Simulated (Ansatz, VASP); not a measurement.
TaN in VASP and in Ansatz

The input INCAR:

```
PREC     = Accurate       # precision mode
ENCUT    = 520            # plane-wave cutoff, eV
EDIFF    = 1E-6           # SCF threshold, eV
ISMEAR   = 0              # smearing method
SIGMA    = 0.1            # smearing width, eV
LREAL    = F              # projectors in reciprocal space
LASPH    = T              # aspherical terms in the spheres
NELM     = 80             # most SCF steps
ALGO     = Normal         # electronic algorithm
ISIF     = 2              # what is computed and relaxed
LWAVE    = F              # write WAVECAR
LCHARG   = F              # write CHGCAR
GGA      = B5             # functional
ALDAX    = 1.0          
AGGAX    = 1.0          
AGGAC    = 1.0          
ALDAC    = 0.0          
NBANDS   = 15             # bands
```

File KPOINTS:

```
Automatic mesh
0
Gamma
  13 13 12
```

File POSCAR:

```
TaN
1.0
    2.9380000000      0.0000000000      0.0000000000
   -1.4690000000      2.5443830000      0.0000000000
    0.0000000000      0.0000000000      2.8830000000
Ta N
1 1
Direct
    0.3333333333      0.6666666667      0.5000000000
    0.0000000000      0.0000000000      0.0000000000
```

Input for Ansatz:

```yaml
crystal:
  lattice:
    - [2.938, 0.0, 0.0]
    - [-1.469, 2.544383, 0.0]
    - [0.0, 0.0, 2.883]
  atoms:
    - { symbol: Ta, position: [0.3333333333333333, 0.6666666666666666, 0.5] }
    - { symbol: "N", position: [0.0, 0.0, 0.0] }
kpoints:
  mp_grid:
    grid: [13, 13, 12]
    shift: [0.0, 0.0, 0.0]
hamiltonian:
  xc: blyp
scf:
  occupations:
    method: gaussian
output:
  stress: true
```

Alike in both runs: task single point; functional BLYP; k mesh 13 × 13 × 12; no spin polarisation.

|  | VASP | Ansatz |
| --- | --- | --- |
| version | VASP 6.6.1 | Ansatz 0.2.0 |
| potentials or method | VASP PAW PBE potentials, release 64 (Ta_pv, N) | plane waves, PAW |
| plane-wave cutoff (eV) | 520 | 420 |
| occupations | gaussian, width 0.1 eV | gaussian |
| valence electrons in the cell | 16 | 18 |

VASP gave:

| Property | Result |
| --- | --- |
| pressure (GPa) | 18.0 |
| traceless stress, the component that is largest in VASP (GPa) | 1.55 |

Problem. Which values does Ansatz return?

Solution. Pressure (GPa): 15.9; traceless stress, the component that is largest in VASP (GPa): 1.40.

VASP's potentials were made for PBE, not for BLYP. VASP's potentials hold 16 valence electrons a cell and Ansatz's 18, so a difference there can come from the potentials and not from the codes.

Neither program's run includes spin-orbit coupling.
